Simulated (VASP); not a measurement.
A run of VASP 6.6.1 is set up as follows.

Contents of INCAR:

```
PREC = Accurate
ENCUT = 520
EDIFF = 1E-6
ISMEAR = 0
SIGMA = 0.1
LREAL = F
LASPH = T
NELM = 60
ALGO = Normal
ISIF = 2
LWAVE = F
LCHARG = F
GGA = PS
NBANDS = 23
```

File KPOINTS:

```
Automatic mesh
0
Gamma
  18 18 10
```

POSCAR

```
HfN
1.0
    2.9400448661      0.0000000000      0.0000000000
   -1.4700224330      2.5461535423      0.0000000000
    0.0000000000      0.0000000000      5.5850096223
Hf N
2 2
Direct
    0.6666666667      0.3333333333      0.7500000000
    0.3333333333      0.6666666667      0.2500000000
    0.0000000000      0.0000000000      0.0000000000
    0.0000000000      0.0000000000      0.5000000000
```

Potentials or basis: VASP PAW PBE potentials, release 64 (Hf_pv, N).

Run with:

```bash
$ cat potpaw_PBE.64/Hf_pv/POTCAR potpaw_PBE.64/N/POTCAR > POTCAR
$ mpirun -np 1 vasp_std > vasp.out
```

Question: Predict the pressure.

Answer: 27.1 GPa.

Question: What does it give for the band gap on the k mesh?

Answer: Zero (bands 15 and 16 overlap by 2.30 eV).

Stress tensor (GPa, compression positive):
```
41.77  0.00  0.00
 0.00 41.77  0.00
 0.00  0.00 -2.27
```

Caveat: the cell differs from its parent crystal (biaxial strain in the a-b plane: -6.0 %); the stress differs along the axes, from -2 to 42 GPa; the PAW data sets were made with another functional, which shifts forces and pressure a little; spin-orbit coupling is left out, which moves the levels of the heavy elements.
